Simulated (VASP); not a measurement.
Write the native input for VASP 6.6.1 that does the following.

```yaml
Task: single point
Functional: PBE
Potentials_or_basis: VASP PAW PBE potentials, release 64 (Si, Ni)
Cutoff: 520 eV
k_mesh: 14 × 14 × 14
Occupations: gaussian, width 0.15 eV
Spin: collinear spin
Starting_moments: "[0.0, 0.0, 0.125] μB"
Fixed_moment: 0.125 μB
Dipole_correction: no
Further_INCAR_settings: ALGO = Normal; EDIFF = 1e-07; NBANDS = 20
```

The structure of Si2Ni lies in POSCAR:

```
Si2Ni
1.0
    0.0000000000      2.5488268344      2.5488268344
    2.5488268344      0.0000000000      2.5488268344
    2.5488268344      2.5488268344      0.0000000000
Si Ni
2 1
Direct
    0.2500000000      0.2500000000      0.2500000000
    0.7500000000      0.7500000000      0.7500000000
    0.0000000000      0.0000000000      0.0000000000
```

These files were run (other wordings do the same):

INCAR

```
ALGO = Normal ; EDIFF = 1E-7
ENCUT = 520 ; GGA = PE
ISIF = 2 ; ISMEAR = 0
ISPIN = 2 ; LASPH = True
LCHARG = False ; LMAXMIX = 4
LORBIT = 11 ; LREAL = False
LWAVE = False ; MAGMOM = 0 0 0.125
NBANDS = 20 ; NELM = 150
NUPDOWN = 0.125 ; PREC = Accurate
SIGMA = 0.15
```

KPOINTS

```
k-points
0
Gamma
  14 14 14
```

Potentials or basis: VASP PAW PBE potentials, release 64 (Si, Ni).

Launch:

```sh
$ cat potpaw_PBE.64/Si/POTCAR potpaw_PBE.64/Ni/POTCAR > POTCAR
$ mpirun -np 1 vasp_std > vasp.out
```

Results of the run:

| Quantity | Value |
| --- | --- |
| Pressure | 45.1 GPa |
| Net moment | 0.12 μB per cell |
| Site moments | Si +0.02; Ni +0.07 μB |
| Valence electrons inside the program's atomic spheres | Si 1.70; Ni 10.33 |

Caveat: the cell stands under pressure; the total moment is fixed, so each spin has its own Fermi level.

Run time: 84 s on 1 thread of Intel(R) Xeon(R) 6975P-C (Granite Rapids) (shared host), peak memory 0.24 GiB.
